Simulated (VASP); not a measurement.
# TiSn2O6 (Cm) in VASP: single point with PBE

Aim: the single point of TiSn2O6 with PBE.

Program: VASP 6.6.1. These are calculated values, not measurements. Logs are shortened: lines on timing, memory, paths and dates and some standing lists are left out, and cuts for length are marked.

**1. The cell of the first run**

Symmetry: Cm, No. 8, monoclinic system. The conventional cell has a = 14.846 Å, b = 3.147 Å, c = 4.935 Å, α = 90.00°, β = 92.05°, γ = 90.00°. Within 2.6 Å of Ti (site symmetry m) lie 6 O at 1.95 to 2.04 Å. Sn (site symmetry m) has 6 O at 2.07 to 2.17 Å within 2.7 Å. Sn (site symmetry m) has 6 O at 2.07 to 2.11 Å within 2.7 Å. O (site symmetry m) has 1 Ti at 1.95 Å and 2 Sn at 2.09 Å within 2.6 Å. Within 2.8 Å of O (site symmetry m) lie 2 Ti at 1.97 Å and 1 Sn at 2.17 Å and 5 O at 2.49 to 2.80 Å. O (site symmetry m) has 3 Sn at 2.08 to 2.11 Å and 1 O at 2.69 Å within 2.8 Å. O (site symmetry m) has 2 Ti at 2.04 Å and 1 Sn at 2.07 Å and 1 O at 2.49 Å within 2.7 Å. Within 2.7 Å of O (site symmetry m) lie 1 Ti at 2.04 Å and 2 Sn at 2.07 Å and 3 O at 2.62 to 2.69 Å.

**2. Single point, PBE**

Contents of INCAR:

```
SYSTEM = TiSn2O6
PREC = Accurate ; ENCUT = 520
EDIFF = 1E-6 ; ISMEAR = 0
SIGMA = 0.1 ; LREAL = .FALSE.
LASPH = .TRUE. ; NELM = 60
ALGO = Normal ; ISIF = 2
LWAVE = .FALSE. ; LCHARG = .FALSE.
GGA = PE ; NBANDS = 48
```

Contents of KPOINTS:

```
regular mesh
0
G
  6 6 4
  0 0 0
```

Contents of POSCAR:

```
TiSn2O6
1.0
    7.4231150000     -1.5734449000      0.0000000000
    7.4231150000      1.5734449000      0.0000000000
   -0.1767637000      0.0000000000      4.9315937000
Ti Sn O
1 2 6
Direct
    0.3433500000      0.3433500000      0.9743440000
    0.6577530000      0.6577530000      0.0198640000
    0.9954710000      0.9954710000      0.4971590000
    0.4330030000      0.4330030000      0.6952200000
    0.7830700000      0.7830700000      0.8079250000
    0.0961720000      0.0961720000      0.8096560000
    0.8994470000      0.8994470000      0.1832780000
    0.2293180000      0.2293180000      0.1935650000
    0.5624150000      0.5624150000      0.3189890000
```

Potentials or basis: VASP PAW PBE potentials, release 64 (Ti_sv, Sn_d, O).

Command:

```
$ cat potpaw_PBE.64/Ti_sv/POTCAR potpaw_PBE.64/Sn_d/POTCAR potpaw_PBE.64/O/POTCAR > POTCAR
$ mpirun -np 1 vasp_std > vasp.out
```

OUTCAR:

```text
SYSTEM = TiSn2O6
   PREC = Accurate
   ENCUT = 520
   EDIFF = 1E-6
   ISMEAR = 0
   LREAL = .FALSE.
   LASPH = .TRUE.
   NELM = 60
   ISIF = 2
   GGA = PE

 ion  position               nearest neighbor table
   1  0.343  0.343  0.974-   4 1.95   5 1.97   5 1.97   8 2.04   7 2.04   7 2.04   2 3.19   2 3.19

   2  0.658  0.658  0.020-   8 2.07   8 2.07   6 2.08   6 2.08   9 2.08   5 2.17   1 3.19   1 3.19

   3  0.995  0.995  0.497-   7 2.07   9 2.07   9 2.07   4 2.09   4 2.09   6 2.11
   4  0.433  0.433  0.695-   1 1.95   3 2.09   3 2.09
   5  0.783  0.783  0.808-   1 1.97   1 1.97   2 2.17
   6  0.096  0.096  0.810-   2 2.08   2 2.08   3 2.11
   7  0.899  0.899  0.183-   1 2.04   1 2.04   3 2.07
   8  0.229  0.229  0.194-   1 2.04   2 2.07   2 2.07
   9  0.562  0.562  0.319-   3 2.07   3 2.07   2 2.08

  LATTYP: Found a base centered monoclinic cell.
 ALAT       =    14.8462300000
 B/A-ratio  =     0.2119655832
 C/A-ratio  =     0.3323914936
 COS(beta)  =    -0.0358201168

  Lattice vectors:

 A1 = (   7.4231150000,  -1.5734449000,   0.0000000000)
 A2 = (   7.4231150000,   1.5734449000,   0.0000000000)
 A3 = (  -0.1767637000,   0.0000000000,   4.9315937000)

Analysis of symmetry for initial positions (statically):
=====================================================================
 Subroutine PRICEL returns:
 Original cell was already a primitive cell.

 Routine SETGRP: Setting up the symmetry group for a
 base centered monoclinic supercell.

 Subroutine GETGRP returns: Found  2 space group operations
 (whereof  2 operations were pure point group operations)
 out of a pool of  4 trial point group operations.

The static configuration has the point symmetry C_1h.

Analysis of symmetry for dynamics (positions and initial velocities):
=====================================================================
 Subroutine PRICEL returns:
 Original cell was already a primitive cell.

 Routine SETGRP: Setting up the symmetry group for a
 base centered monoclinic supercell.

 Subroutine GETGRP returns: Found  2 space group operations
 (whereof  2 operations were pure point group operations)
 out of a pool of  4 trial point group operations.

The dynamic configuration has the point symmetry C_1h.

 Subroutine INISYM returns: Found  2 space group operations
 (whereof  2 operations are pure point group operations),
 and found     1 'primitive' translations

----------------------------------------------------------------------------------------

                                     Primitive cell

  volume of cell :     115.2007

  direct lattice vectors                    reciprocal lattice vectors
     7.423115000 -1.573444900  0.000000000     0.067357167 -0.317774076  0.002414291
     7.423115000  1.573444900  0.000000000     0.067357167  0.317774076  0.002414291
    -0.176763700  0.000000000  4.931593700     0.000000000  0.000000000  0.202774207

  length of vectors
     7.588040930  7.588040930  4.934760564     0.324843317  0.324843317  0.202774207

  position of ions in fractional coordinates (direct lattice)
     0.343350000  0.343350000  0.974344000
     0.657753000  0.657753000  0.019864000
     0.995471000  0.995471000  0.497159000
     0.433003000  0.433003000  0.695220000
     0.783070000  0.783070000  0.807925000
     0.096172000  0.096172000  0.809656000
     0.899447000  0.899447000  0.183278000
     0.229318000  0.229318000  0.193565000
     0.562415000  0.562415000  0.318989000

  ion indices of the primitive-cell ions
   primitive index   ion index
                 1           1
                 2           2
                 3           3
                 4           4
                 5           5
                 6           6
                 7           7
                 8           8
                 9           9

----------------------------------------------------------------------------------------

 KPOINTS: regular mesh

Automatic generation of k-mesh.
 Grid dimensions read from file:
 generate k-points for:    6    6    4

 Generating k-lattice:

  Cartesian coordinates                     Fractional coordinates (reciprocal lattice)
     0.011226195 -0.052962346  0.000402382     0.166666667  0.000000000  0.000000000
     0.011226195  0.052962346  0.000402382     0.000000000  0.166666667  0.000000000
     0.000000000  0.000000000  0.050693552     0.000000000  0.000000000  0.250000000

  Length of vectors
     0.054140553  0.054140553  0.050693552

  Shift w.r.t. Gamma in fractional coordinates (k-lattice)
     0.000000000  0.000000000  0.000000000

 Subroutine IBZKPT returns following result:
 ===========================================

 Found     47 irreducible k-points:

 Following reciprocal coordinates:
            Coordinates               Weight
  0.000000  0.000000  0.000000      1.000000
  0.166667  0.000000  0.000000      4.000000
  0.333333  0.000000  0.000000      4.000000
  0.500000 -0.000000  0.000000      2.000000
  0.166667  0.166667  0.000000      2.000000
  0.333333  0.166667  0.000000      4.000000
[... 16 lines left out ...]
 -0.333333  0.166667  0.250000      4.000000
 -0.166667  0.166667  0.250000      4.000000
 [... further k-points ...]
   k-points           NKPTS =     47   k-points in BZ     NKDIM =     47   number of bands    NBANDS=     48
   number of dos      NEDOS =    301   number of ions     NIONS =      9
   total plane-waves  NPLWV = 125440
   dimension x,y,z NGX =    56 NGY =   56 NGZ =   40
   dimension x,y,z NGXF=   112 NGYF=  112 NGZF=   80
   ions per type =               1   2   6
   NGX,Y,Z   is equivalent  to a cutoff of  12.27, 12.27, 13.48 a.u.
   NGXF,Y,Z  is equivalent  to a cutoff of  24.54, 24.54, 26.95 a.u.
 SYSTEM =  TiSn2O6
   PREC   = accura    normal or accurate (medium, high low for compatibility)
   ISTART =      0    job   : 0-new  1-cont  2-samecut
   ICHARG =      2    charge: 1-file 2-atom 10-const
   ISPIN  =      1    spin polarized calculation?
   LNONCOLLINEAR =      F non collinear calculations
   LSORBIT =      F    spin-orbit coupling
   LASPH  =      T    aspherical Exc in radial PAW
   ENCUT  =  520.0 eV  38.22 Ry    6.18 a.u.  14.11 14.11  9.18*2*pi/ulx,y,z
   NELM   =     60;   NELMIN=  2; NELMDL= -5     # of ELM steps
   EDIFF  = 0.1E-05   stopping-criterion for ELM
   LREAL  =      F    real-space projection
   EDIFFG = 0.1E-04   stopping-criterion for IOM
   NSW    =      0    number of steps for IOM
   IBRION =     -1    ionic relax: 0-MD 1-quasi-New 2-CG
   NFREE  =      0    steps in history (QN), initial steepest desc. (CG)
   ISIF   =      2    stress and relaxation
   ISYM   =      2    0-nonsym 1-usesym 2-fastsym
   POTIM  = 0.5000    time-step for ionic-motion
   TEBEG  =    0.0;   TEEND  =   0.0 temperature during run
   PSTRESS=    0.0 pullay stress
   NELECT =      76.0000    total number of electrons
   NUPDOWN=      -1.0000    fix difference up-down
   EMIN   =  10.00;   EMAX   =-10.00  energy-range for DOS
   EFERMI =   0.00;   METHOD = LEGACY
   ISMEAR =     0;   SIGMA  =   0.10  broadening in eV -4-tet -1-fermi 0-gaus
   EFERMI_NEDOS =   21; number of points for ismear=-14 and -15
   IALGO  =     38    algorithm
   IMIX   =      4    mixing-type and parameters
     AMIX     =   0.40;   BMIX     =  1.00
     AMIX_MAG =   1.60;   BMIX_MAG =  1.00
  volume/ion in A,a.u.               =      12.80        86.38
  Fermi-wavevector in a.u.,A,eV,Ry     =   1.425151  2.693146 27.634204  2.031057
  Thomas-Fermi vector in A             =   2.545566
   LORBIT       =      0    0 simple, 1 ext, 2 COOP (PROOUT), +10 PAW based schemes
   GGA     = PE    functional components
   LHFCALC =     F    Hartree Fock is set to
   AEXX    =    0.0000 exact exchange contribution
   IVDW    =     0    specifies the selected vdW correction
   LEPSILON=     F    determine dielectric tensor
   LRPA    =     F    only Hartree local field effects (RPA)
 non-spin polarized calculation
 Gauss-broadening in eV      SIGMA  =   0.10
  energy-cutoff  :      520.00
  volume of cell :      115.20
 maximum number of plane-waves:      3128
   NGX = 29   NGY = 29   NGZ = 19

 number of electron      76.0000011 magnetization

 Free energy of the ion-electron system (eV)
  ---------------------------------------------------
  ext. energy  EPLUGINS =         0.00000000
  ---------------------------------------------------
  free energy    TOTEN  =       -63.56351727 eV

  energy without entropy =      -63.56351727  energy(sigma->0) =      -63.56351727

 E-fermi :   4.7466     XC(G=0): -10.5510

 val. band max:        4.1970027246   @ k =   0.5000   0.5000   0.0000
 cond. band min:       6.0427680262   @ k =   0.0000   0.0000   0.0000
 fundamental gap:      1.8457653015
 Fermi energy:         4.7465900515

 k-point     1 :       0.0000    0.0000    0.0000
  band No.  band energies     occupation
      1     -52.4688      2.00000
      2     -28.7152      2.00000
      3     -28.6812      2.00000
      4     -28.5540      2.00000
      5     -16.6481      2.00000
      6     -16.2858      2.00000
[... 40 lines left out ...]
     47      11.3984      0.00000
     48      13.4055      0.00000

 k-point     2 :       0.1667    0.0000    0.0000
  band No.  band energies     occupation
      1     -52.4640      2.00000
      2     -28.7058      2.00000
      3     -28.6722      2.00000
      4     -28.6213      2.00000
      5     -16.5427      2.00000
      6     -16.2304      2.00000
[... 40 lines left out ...]
     47      12.3260      0.00000
     48      13.3766      0.00000

 k-point     3 :       0.3333    0.0000    0.0000
  band No.  band energies     occupation
      1     -52.4543      2.00000
      2     -28.7558      2.00000
      3     -28.6888      2.00000
      4     -28.6495      2.00000
      5     -16.5786      2.00000
      6     -16.4746      2.00000
[... 1060 lines left out ...]
     47      12.8520      0.00000
     48      14.2251      0.00000

 k-point    24 :      -0.1667    0.1667    0.2500
  band No.  band energies     occupation
      1     -52.4543      2.00000
      2     -28.7557      2.00000
      3     -28.6888      2.00000
      4     -28.6498      2.00000
      5     -16.5779      2.00000
      6     -16.4766      2.00000
[... 40 lines left out ...]
     47      13.1321      0.00000
     48      13.8782      0.00000

 [... further k-points ...]

------------------------ aborting loop because EDIFF is reached ----------------------------------------

  FORCE on cell =-STRESS in cart. coord.  units (eV):
  Direction    XX          YY          ZZ          XY          YZ          ZX
  --------------------------------------------------------------------------------------
  -------------------------------------------------------------------------------------
  Total        0.4133073      0.5449014      0.3095334      0.0000000      0.0000000      0.0033140
  in kB        5.7481569      7.5783290      4.3049005      0.0000000      0.0000000      0.0460907
  external PRESSURE =       5.8771288 kB  Pullay stress =       0.0000000 kB

 VOLUME and BASIS-vectors are now :
 -----------------------------------------------------------------------------
  energy-cutoff  :      520.00
  volume of cell :      115.20
      direct lattice vectors                 reciprocal lattice vectors
     7.423115000 -1.573444900  0.000000000     0.067357167 -0.317774076  0.002414291
     7.423115000  1.573444900  0.000000000     0.067357167  0.317774076  0.002414291
    -0.176763700  0.000000000  4.931593700     0.000000000  0.000000000  0.202774207

 POSITION                                       TOTAL-FORCE (eV/Angst)
 -----------------------------------------------------------------------------------
      4.92522      0.00000      4.80507         0.019579      0.000000      0.024409
      9.76164      0.00000      0.09796        -0.018815      0.000000      0.004686
     14.69111      0.00000      2.45179        -0.002346      0.000000      0.006751
      6.30557      0.00000      3.42854        -0.004290      0.000000      0.007769
     11.48283      0.00000      3.98436        -0.017529      0.000000     -0.052097
      1.28467      0.00000      3.99289        -0.018952      0.000000     -0.020152
     13.32100      0.00000      0.90385        -0.003145      0.000000     -0.005399
      3.37029      0.00000      0.95458         0.026383      0.000000      0.048337
      8.29336      0.00000      1.57312         0.019116      0.000000     -0.014303
 -----------------------------------------------------------------------------------
    total drift:                               -0.000207      0.000000     -0.001277

  FREE ENERGIE OF THE ION-ELECTRON SYSTEM (eV)
  ---------------------------------------------------
  free  energy   TOTEN  =       -63.5635172741 eV

  energy  without entropy=      -63.5635172741  energy(sigma->0) =      -63.56351727
```

Wall time 13 min (1 thread of Intel Xeon Platinum 8259CL at 2.50GHz (Skylake/Cascade Lake), shared host); peak memory 0.48 GiB.

Results:

* Free energy: -63.5635 eV
* Pressure: 0.6 GPa
* Largest force: 0.055 eV/Å
* Band gap on the k mesh: 1.85 eV (least direct gap 1.97 eV)

Forces on the atoms (eV/Å):
```
Ti   0.020  0.000  0.024
Sn  -0.019  0.000  0.005
Sn  -0.002  0.000  0.007
O   -0.004  0.000  0.008
O   -0.018  0.000 -0.052
O   -0.019  0.000 -0.020
O   -0.003  0.000 -0.005
O    0.026  0.000  0.048
O    0.019  0.000 -0.014
```

Stress tensor (GPa, compression positive):
```
0.57 0.00 0.00
0.00 0.76 0.00
0.00 0.00 0.43
```

Caveat: spin-orbit coupling is left out, which moves the levels of the heavy elements.
